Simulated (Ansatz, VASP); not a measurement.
One calculation of Ge, two programs

The input INCAR:

```
  PREC = Accurate
  ENCUT = 520
  EDIFF = 1E-6
  ISMEAR = 0
  SIGMA = 0.1
  LREAL = False
  LASPH = True
  NELM = 80
  ALGO = Normal
  ISIF = 2
  LWAVE = False
  LCHARG = False
  GGA = PE
  NBANDS = 21
```

Contents of KPOINTS:

```
regular mesh
0
Gamma
  6 6 6
```

Contents of POSCAR:

```
Ge
1.0
   -2.5287425297      2.6857467767      1.4558563658
    2.5287425297     -2.6857467767      1.4558563658
    2.5287425297      2.6857467767     -1.4558563658
Ge
2
Direct
    0.1859430000      0.9359430000      0.2500000000
    0.8140570000      0.0640570000      0.7500000000
```

Input for Ansatz:

```yaml
crystal:
  lattice:
    - [-2.5287425297, 2.6857467767, 1.4558563658]
    - [2.5287425297, -2.6857467767, 1.4558563658]
    - [2.5287425297, 2.6857467767, -1.4558563658]
  atoms:
    - { symbol: Ge, position: [0.185943, 0.935943, 0.25] }
    - { symbol: Ge, position: [0.814057, 0.064057, 0.75] }
basis:
  ecutwfc: 420
kpoints:
  mp_grid: { grid: [6, 6, 6] }
hamiltonian:
  xc: pbe
scf:
  occupations: { method: gaussian, width: 0.1 }
  max_iter: 30
  convergence: { dr2_threshold: "1e-9 eV" }
output:
  forces: true
  stress: true
  eigenvalues: true
```

Alike in both runs: task single point; functional PBE; k mesh 6 × 6 × 6; occupations gaussian, width 0.1 eV; no spin polarisation.

|  | VASP | Ansatz |
| --- | --- | --- |
| version | VASP 6.6.1 | Ansatz 0.2.0 |
| potentials or method | VASP PAW PBE potentials, release 64 (Ge_d), cutoff 520 eV | scalar-relativistic, plane waves, PAW |
| valence electrons in the cell | 28 | 28 |

|  | VASP | Ansatz | Ansatz less VASP |
| --- | --- | --- | --- |
| gap on the k mesh at the Fermi level (eV) | none | none | - |
| pressure (GPa) | -1.0 | -0.9 | +0.12 |
| traceless stress, the component that is largest in VASP (GPa) | 4.07 | 4.08 | +0.012 |
| rms of the force components (eV/Å) | 0.009 | 0.009 | +0.0001 |

Atom by atom the forces differ by 0.000 eV/Å (rms over components). A gap of «none» marks a metal or a gap that the smearing closes. Ansatz's warnings: stress scf threshold loose.

The k mesh is coarse, so the values compare programs but aren't converged.
